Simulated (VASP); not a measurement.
A run of VASP 6.6.1:

INCAR

```
SYSTEM = BeTe
  PREC = Accurate
  ENCUT = 520
  EDIFF = 1E-6
  ISMEAR = -1
  SIGMA = 0.05
  LREAL = .False.
  LASPH = .True.
  NELM = 60
  ALGO = Normal
  ISIF = 2
  LWAVE = .False.
  LCHARG = .False.
  NBANDS = 11
```

Contents of KPOINTS:

```
Automatic mesh
0
Gamma
  8 8 8
  0 0 0
```

Contents of POSCAR:

```
BeTe
1.0
    0.0000000000      2.7148554883      2.7148554883
    2.7148554883      0.0000000000      2.7148554883
    2.7148554883      2.7148554883      0.0000000000
Te Be
1 1
Direct
    0.7500000000      0.7500000000      0.7500000000
    0.0000000000      0.0000000000      0.0000000000
```

Potentials or basis: VASP PAW LDA potentials, release 64 (Te, Be).

Run with:

```bash
$ cat potpaw_LDA.64/Te/POTCAR potpaw_LDA.64/Be/POTCAR > POTCAR
$ mpirun -np 1 vasp_std > vasp.out
```

Hardware: 1 thread of Intel Xeon 8259CL (shared host).

Task: Estimate the wall time of this run.

Result: Wall time 18 s on 1 thread of Intel Xeon 8259CL, with other jobs on the host, peak memory 0.15 GiB. Counts: scf iterations 11, k points 29.
